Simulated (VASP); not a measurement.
Crystal: Li3H2.

```
Li H
1.0
     4.09378   -2.42017    0.00000
     4.09378    2.42017    0.00000
     0.00000    0.00000    4.33250
Li H
6 4
Direct
  0.74750 0.25250 0.50000
  0.25250 0.74750 0.00000
  0.57870 0.83910 0.41980
  0.42130 0.16090 0.91980
  0.83910 0.57870 0.91980
  0.16090 0.42130 0.41980
  0.49600 0.17480 0.56650
  0.50400 0.82520 0.06650
  0.17480 0.49600 0.06650
  0.82520 0.50400 0.56650
```

The cell was built from a structure type or drawn by symmetry, and may not be a known phase.

* Program: VASP 6.6.1
* Task: relaxation of cell and atoms
* Functional: PBE
* Potentials or basis: VASP PAW PBE potentials, release 64 (Li_sv, H)
* Cutoff: 600 eV
* k mesh: 4 × 4 × 4
* Occupations: gaussian, width 0.2 eV
* Spin: no spin polarisation

At the start: pressure 19.9 GPa; volume 8.58 Å³/atom.

Where does the relaxation end?

Over 12 steps the energy falls by 248.6 meV/atom and the volume is 12.36 Å³/atom (+44.0 %); space group Cmc2_1 (No. 36, to 0.1 Å) before and after.

The path:
```
step  energy change (eV)  largest force (eV/Å)  pressure (GPa)  volume (Å³)
   1              0.0000                1.5624           19.95        85.85
   2             -1.5713                0.6725            9.75        99.81
   3             -2.2399                0.2576            3.24       115.67
   4             -2.3144                0.2996            1.22       122.80
   5             -2.3172                0.3111            0.77       124.59
   6             -2.3833                0.1967            0.13       126.78
   7             -2.4113                0.1482           -0.55       129.51
   8             -2.4295                0.1232           -0.42       128.60
   9             -2.4502                0.1302           -0.03       126.13
  10             -2.4642                0.1023            0.04       125.37
  11             -2.4759                0.1352            0.19       123.73
  12             -2.4862                0.0751            0.07       123.63
```

Final structure:
```cif
data_structure
_symmetry_space_group_name_H-M 'P 1'
_symmetry_Int_Tables_number 1
_cell_length_a 5.4080
_cell_length_b 5.4080
_cell_length_c 4.7910
_cell_angle_alpha 90.000
_cell_angle_beta 90.000
_cell_angle_gamma 61.925
_cell_volume 123.63
loop_
_atom_site_label
_atom_site_type_symbol
_atom_site_fract_x
_atom_site_fract_y
_atom_site_fract_z
_atom_site_occupancy
Li1 Li 0.79901 0.20099 0.49255 1
Li2 Li 0.20099 0.79901 0.99255 1
Li3 Li 0.54132 0.84414 0.43122 1
Li4 Li 0.45868 0.15586 0.93122 1
Li5 Li 0.84414 0.54132 0.93122 1
Li6 Li 0.15586 0.45868 0.43122 1
H1 H 0.47591 0.18782 0.55880 1
H2 H 0.52409 0.81218 0.05880 1
H3 H 0.18782 0.47591 0.05880 1
H4 H 0.81218 0.52409 0.55880 1
```

Caveat: the k points lie up to 0.33 Å⁻¹ apart in the final cell, too coarse for converged energies and pressures of a metal; the cutoff is under 1.25 times the usual one of these potentials, so pressure, stress and relaxed cells hold a basis-set (Pulay) error; the volume moved by over 15 % at a fixed basis, so the end points are rough; the relaxation stopped at a loose force limit of 0.08 eV/Å, so its end isn't a converged minimum.
